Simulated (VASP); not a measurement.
Set up this calculation in VASP 6.6.1, as the native input.

```
Task                   : single point
Functional             : PBE
Potentials or basis    : VASP PAW PBE potentials, release 64 (Rh_pv)
Cutoff                 : 520 eV
k mesh                 : 13 × 13 × 1
Occupations            : fermi-dirac, width 0.05 eV
Spin                   : no spin polarisation
Dipole correction      : yes
Further INCAR settings : ALGO = Normal; EDIFF = 1e-07; NBANDS = 22
```

The structure of Rh lies in POSCAR:

```
Rh
1.0
    2.6588071601      0.0000000000      0.0000000000
   -0.8862690534      2.5067474304      0.0000000000
    0.0000000000      0.0000000000     18.1709000000
Rh
2
Direct
    0.2500000000      0.2500000000      0.4402641874
    0.7500000000      0.7500000000      0.5597358126
```

The input as run:

INCAR

```
SYSTEM = Rh
PREC = Accurate ; ENCUT = 520
EDIFF = 1E-7 ; ISMEAR = -1
SIGMA = 0.05 ; LREAL = .False.
LASPH = .True. ; NELM = 60
ALGO = Normal ; ISIF = 2
LWAVE = .False. ; LCHARG = .False.
LDIPOL = .True. ; IDIPOL = 3
DIPOL = 0.5 0.5 0.500 ; GGA = PE
NBANDS = 22
```

KPOINTS

```
Automatic mesh
0
Gamma
  13 13 1
  0 0 0
```

Potentials or basis: VASP PAW PBE potentials, release 64 (Rh_pv).

Command:

```bash
$ cat potpaw_PBE.64/Rh_pv/POTCAR > POTCAR
$ mpirun -np 1 vasp_std > vasp.out
```

Results of the run:

The largest force is 0.638 eV/Å. The band gap on the k mesh is zero (band 15 reaches -0.06 eV, above the bottom of band 16 at -2.21 eV).

Wall time 79 s on 1 thread of Intel(R) Xeon(R) 6975P-C (Granite Rapids) (shared host), peak memory 0.28 GiB.
